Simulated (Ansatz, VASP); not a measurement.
# One calculation of Sn2HO2, two programs

```
Sn O H
1.0
     3.82016    0.00000    0.00000
     0.00000    3.82016    0.00000
     0.00000    0.00000   19.46304
Sn O H
2 2 1
Cartesian
  2.8651 0.9550 4.0000
  0.9550 2.8651 6.3630
  0.9550 0.9550 5.1815
  2.8651 2.8651 5.1815
  0.9550 2.8651 8.8630
```

Alike in both runs: task single point; functional PBE; dispersion D3(BJ); k mesh 7 × 7 × 1; occupations gaussian, width 0.05 eV; collinear spin.

```csv
,VASP,Ansatz
version,VASP 6.6.1,Ansatz 0.2.0
potentials or method,"VASP PAW PBE potentials, release 64 (Sn_d, O, H), cutoff 520 eV","scalar-relativistic, plane waves, PAW"
valence electrons in the cell,41,41
```

```csv
,VASP,Ansatz,Ansatz less VASP
gap on the k mesh at the Fermi level (eV),0.94,0.95,+0.013
least direct gap on the mesh (eV),1.30,1.31,+0.014
rms of the force components (eV/Å),0.084,0.065,-0.0188
net moment per atom (μB),0.20,0.20,0.000
size of the moment on the site where the two differ most (μB),0.31,0.62,+0.314
```

Site moments also hang on the region over which each program counts them.
